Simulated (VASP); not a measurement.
**Ca3Mg: single point with LDA**

Crystal: Ca3Mg.

```
Ca Mg
1.0
     4.78809    0.00000    0.00000
     0.00000    4.78809    0.00000
     0.00000    0.00000    4.78809
Ca Mg
3 1
Cartesian
  2.3940 2.3940 0.0000
  0.0000 2.3940 2.3940
  2.3940 0.0000 2.3940
  0.0000 0.0000 0.0000
```

```
Program                : VASP 6.6.1
Task                   : single point
Functional             : LDA
Potentials or basis    : VASP PAW LDA potentials, release 64 (Ca_sv, Mg)
Cutoff                 : 520 eV
k mesh                 : 5 × 5 × 5
Occupations            : fermi-dirac, width 0.1 eV
Spin                   : no spin polarisation
Dipole correction      : no
Further INCAR settings : ALGO = Normal; EDIFF = 1e-06; NBANDS = 24
```

```json
{"Pressure": "5.9 GPa", "Band gap on the k mesh": "zero (bands 16 and 17 overlap by 0.45 eV)"}
```

Levels at points of the mesh, in eV from the Fermi level:
```
           k point  band 14  band 15  band 16  band 17  band 18  band 19
(0.00, 0.00, 0.00)    -1.38    -0.12    -0.12     0.75     0.75     0.75
```

Wall time 10 s on 1 thread of Intel(R) Xeon(R) 6975P-C (Granite Rapids), on a shared host, peak memory 0.18 GiB.

Caveat: the cell stands under pressure.
